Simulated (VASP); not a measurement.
Write the native input for VASP 6.6.1 that does the following.

```
Task                   : single point
Functional             : PBE
Potentials or basis    : VASP PAW PBE potentials, release 64 (Zr_sv, B)
Cutoff                 : 520 eV
k mesh                 : 6 × 6 × 6
Occupations            : gaussian, width 0.1 eV
Spin                   : collinear spin, ferromagnetic start
Starting moments       : [1.0, 1.0, 0.0] μB
Dipole correction      : no
Further INCAR settings : ALGO = Fast; EDIFF = 1e-06; NBANDS = 24
```

The structure of Zr2B lies in POSCAR:

```
Zr2B
1.0
    0.0000000000      3.0498837083      3.0498837083
    3.0498837083      0.0000000000      3.0498837083
    3.0498837083      3.0498837083      0.0000000000
Zr B
2 1
Direct
    0.7500000000      0.7500000000      0.7500000000
    0.0000000000      0.0000000000      0.0000000000
    0.2500000000      0.2500000000      0.2500000000
```

One way to write it, as run:

INCAR

```
ALGO     = Fast           # electronic algorithm
EDIFF    = 1E-6           # SCF threshold, eV
ENCUT    = 520            # plane-wave cutoff, eV
GGA      = PE             # functional
ISIF     = 2              # what is computed and relaxed
ISMEAR   = 0              # smearing method
ISPIN    = 2              # spin polarisation
LASPH    = T              # aspherical terms in the spheres
LCHARG   = F              # write CHGCAR
LMAXMIX  = 4              # l up to which the mixer works
LORBIT   = 11             # projections on sites
LREAL    = F              # projectors in reciprocal space
LWAVE    = F              # write WAVECAR
MAGMOM   = 1 1 0          # initial moments
NBANDS   = 24             # bands
NELM     = 150            # most SCF steps
PREC     = Accurate       # precision mode
SIGMA    = 0.1            # smearing width, eV
```

KPOINTS

```
k-points
0
Gamma
  6 6 6
```

Potentials or basis: VASP PAW PBE potentials, release 64 (Zr_sv, B).

Run with:

```console
$ cat potpaw_PBE.64/Zr_sv/POTCAR potpaw_PBE.64/B/POTCAR > POTCAR
$ mpirun -np 1 vasp_std > vasp.out
```

It gave:

```json
{
 "Pressure": "3.9 GPa",
 "Net moment": "2.08 μB per cell",
 "Site moments": "Zr +0.96, +0.74; B -0.07 μB",
 "Valence electrons inside the program's atomic spheres": "Zr 10.10, 10.23; B 1.54"
}
```

Run time: 26 s on 1 thread of Intel(R) Xeon(R) 6975P-C (Granite Rapids) (shared host), peak memory 0.21 GiB.
